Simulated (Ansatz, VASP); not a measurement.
One calculation of W, two programs

```
W
1.0
     4.76333    0.00000    0.00000
    -2.38167    4.12517    0.00000
     0.00000    0.00000    2.65237
W
3
Direct
  0.00000 0.00000 0.00000
  0.33333 0.66667 0.50000
  0.66667 0.33333 0.50000
```

Alike in both runs: task single point; functional revPBE; k mesh 9 × 9 × 13; occupations fermi-dirac, width 0.1 eV; no spin polarisation.

|  | VASP | Ansatz |
| --- | --- | --- |
| version | VASP 6.6.1 | Ansatz 0.2.0 |
| potentials or method | VASP PAW PBE potentials, release 64 (W_sv), cutoff 520 eV | plane waves (420 eV) with PAW, scalar-relativistic |
| valence electrons in the cell | 42 | 42 |

VASP gave:

| Property | Result |
| --- | --- |
| pressure (GPa) | -9.2 |
| traceless stress, the component that is largest in VASP (GPa) | -1.29 |

**Question.** What did Ansatz give for the same quantities?

**Answer.** Pressure (GPa): -9.6; traceless stress, the component that is largest in VASP (GPa): -1.53.

VASP's potentials were made for PBE, not for revPBE. With one functional, cell and mesh, what is left measures potentials, basis and numerics.

Neither program's run includes spin-orbit coupling.
